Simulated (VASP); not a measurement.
A run of VASP 6.6.1 is set up as follows.

The input INCAR:

```
PREC = Accurate ; ENCUT = 520
EDIFF = 1E-7 ; ISMEAR = 0
SIGMA = 0.05 ; LREAL = F
LASPH = T ; NELM = 80
ALGO = Normal ; ISIF = 2
LWAVE = F ; LCHARG = F
GGA = CA ; NBANDS = 26
```

The input KPOINTS:

```
regular mesh
0
Gamma
  9 9 4
```

POSCAR

```
ZnO
1.0
    3.2879671587      0.0000000000      0.0000000000
   -1.6439835793      2.8474630862      0.0000000000
    0.0000000000      0.0000000000      7.0234847298
Zn O
2 2
Direct
    0.0000000000      0.0000000000      0.7500000000
    0.0000000000      0.0000000000      0.2500000000
    0.3333333333      0.6666666667      0.2500000000
    0.6666666667      0.3333333333      0.7500000000
```

Potentials or basis: VASP PAW LDA potentials, release 64 (Zn, O).

Command:

```sh
$ cat potpaw_LDA.64/Zn/POTCAR potpaw_LDA.64/O/POTCAR > POTCAR
$ mpirun -np 1 vasp_std > vasp.out
```

**Question.** Estimate the band gap on the k mesh.

**Answer.** 0.74 eV.

**Question.** What does it give for the pressure?

**Answer.** -7.6 GPa.

Stress tensor (GPa, compression positive):
```
-10.39   0.00   0.00
  0.00 -10.39   0.00
  0.00   0.00  -1.91
```

Caveat: the cell differs from its parent crystal (strain +0.000 along x and y, -0.015 along z); the cell stands under tension; an odd mesh through Γ misses points on the zone boundary, where band edges can lie.
